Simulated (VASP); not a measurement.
## Sc: single point with PBEsol

Sc:

```
Sc
1.0
     3.40205    0.00000    0.00000
    -1.70103    2.94626    0.00000
     0.00000    0.00000    4.98315
Sc
2
Direct
  0.33333 0.66667 0.25000
  0.66667 0.33333 0.75000
```

This cell differs from its parent crystal: ratio of the length along z to the lengths across it x 0.92, volume and fractional coordinates fixed.

```yaml
Program: VASP 6.6.1
Task: single point
Functional: PBEsol
Potentials_or_basis: VASP PAW PBE potentials, release 64 (Sc_sv)
Cutoff: 520 eV
k_mesh: 18 × 18 × 10
Occupations: gaussian, width 0.15 eV
Spin: no spin polarisation
Dipole_correction: no
Further_INCAR_settings: ALGO = Fast; EDIFF = 1e-07; NBANDS = 18
```

```json
{"Pressure": "-2.9 GPa", "Band gap on the k mesh": "zero (bands 11 and 12 overlap by 1.72 eV)"}
```

Stress tensor (GPa, compression positive):
```
-4.34  0.00  0.00
 0.00 -4.34  0.00
 0.00  0.00  0.02
```

Levels at points of the mesh, in eV from the Fermi level:
| k point | band 8 | band 9 | band 10 | band 11 | band 12 | band 13 | band 14 | band 15 |
| --- | --- | --- | --- | --- | --- | --- | --- | --- |
| (0.00, 0.00, 0.00) | -27.69 | -5.08 | -1.52 | 1.08 | 1.52 | 1.52 | 2.05 | 2.05 |
| (0.50, 0.00, 0.00) | -27.77 | -1.70 | -1.07 | -0.56 | -0.48 | 1.11 | 1.48 | 2.09 |
| (0.00, 0.00, 0.50) | -27.79 | -3.42 | -3.42 | 1.20 | 1.20 | 1.34 | 1.34 | 1.34 |
| (0.50, 0.00, 0.50) | -27.79 | -1.44 | -1.44 | 0.13 | 0.13 | 1.31 | 1.31 | 2.20 |

Wall time 5 min on 1 thread of Intel(R) Xeon(R) Platinum 8259CL CPU @ 2.50GHz (Skylake/Cascade Lake), with other jobs on the host, peak memory 0.29 GiB.

Caveat: the PAW data sets were made with another functional, which shifts forces and pressure a little.
